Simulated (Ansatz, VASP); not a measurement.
Pt: VASP beside Ansatz

The input INCAR:

```
SYSTEM = Pt
  PREC = Accurate
  ENCUT = 520
  EDIFF = 1E-7
  ISMEAR = -1
  SIGMA = 0.1
  LREAL = .False.
  LASPH = .True.
  NELM = 80
  ALGO = Normal
  ISIF = 2
  LWAVE = .False.
  LCHARG = .False.
  NBANDS = 11
```

Contents of KPOINTS:

```
regular mesh
0
Gamma
  16 16 16
  0 0 0
```

The input POSCAR:

```
Pt
1.0
   -1.6112104317      1.6112104317      1.6112104317
    1.6112104317     -1.6112104317      1.6112104317
    1.6112104317      1.6112104317     -1.6112104317
Pt
1
Direct
    0.0000000000      0.0000000000      0.0000000000
```

Input for Ansatz:

```yaml
crystal:
  lattice:
    - [-1.6112104317, 1.6112104317, 1.6112104317]
    - [1.6112104317, -1.6112104317, 1.6112104317]
    - [1.6112104317, 1.6112104317, -1.6112104317]
  atoms:
    - { symbol: Pt, position: [0.0, 0.0, 0.0] }
hamiltonian:
  xc: lda
  pseudopotentials:
    kind: paw
    azcp:
      Pt: "pseudopotentials/Pt.paw.azcp"
basis:
  ecutwfc: 420
  fft_grid_basis: typed
kpoints:
  mp_grid: { grid: [16, 16, 16], shift: [0, 0, 0] }
magnetization:
  spin_polarized: false
scf:
  occupations: { method: fermi_dirac, width: 0.1 }
  lower_state_search: "off"
output:
  stress: true
  write_density: true
  write_potential: true
  elf: true
  volumetric_format: npy
```

Alike in both runs: task single point; functional LDA; k mesh 16 × 16 × 16; occupations fermi-dirac, width 0.1 eV; no spin polarisation.

```csv
,VASP,Ansatz
version,VASP 6.6.1,Ansatz 0.2.0
potentials or method,"VASP PAW LDA potentials, release 64 (Pt), cutoff 520 eV","plane waves (420 eV) with PAW, scalar-relativistic"
valence electrons in the cell,10,18
```

Ansatz gave:

| Quantity | Value |
| --- | --- |
| pressure (GPa) | -24.6 |

Task: Which values does VASP return?

Result: Pressure (GPa): -24.1.

Ansatz warns that its potentials were made for another functional, while VASP's fit it. LDA's correlation is that of Perdew and Zunger in VASP and of Perdew and Wang (1992) in Ansatz. VASP's potentials hold 10 valence electrons a cell and Ansatz's 18, so a difference there can come from the potentials and not from the codes.

Spin-orbit coupling is off throughout.
